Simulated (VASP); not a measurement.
Runs of VASP 6.6.1 on Tl. The structure is that of space group P6/mmm (No. 191), or close to it. The cells are those of the table. This isn't the form of Tl at room conditions, which is hcp.

| cell | gap on the mesh (eV) | pressure (GPa) |
| --- | --- | --- |
| a = 5.572, b = 5.572, c = 3.426 Å, angles 90.0, 90.0, 120.0°, 3 atoms | none | 2.1 |
| a = 5.490, b = 5.490, c = 3.376 Å, angles 90.0, 90.0, 120.0°, 3 atoms | none | 3.6 |
| a = 5.729, b = 5.729, c = 3.523 Å, angles 90.0, 90.0, 120.0°, 3 atoms | none | (a) |
| a = 5.804, b = 5.804, c = 3.569 Å, angles 90.0, 90.0, 120.0°, 3 atoms | none | -0.8 |
| a = 5.878, b = 5.878, c = 3.614 Å, angles 90.0, 90.0, 120.0°, 3 atoms | none | -1.3 |
| a = 5.949, b = 5.949, c = 3.658 Å, angles 90.0, 90.0, 120.0°, 3 atoms | none | (b) |
| a = 5.652, b = 5.652, c = 3.475 Å, angles 90.0, 90.0, 120.0°, 3 atoms | none | 0.9 |

Alike in all rows: task single point; level revPBE; potentials or basis VASP PAW PBE potentials, release 64 (Tl_d); no spin polarisation; k mesh 7 × 7 × 10; cutoff (eV) 520; smearing fermi-dirac 0.1 eV.

Question: Estimate the missing entries.

Answer: (a) -0.1; (b) -1.7.

Caveats: the PAW data sets were made with another functional, which shifts forces and pressure a little; spin-orbit coupling is left out, which moves the levels of the heavy elements; the cell stands under pressure (at least some runs).

A k mesh can miss the band edges, and the runs leave out spin-orbit coupling on Tl.

A gap of «none» marks levels without a gap at the run's occupations.
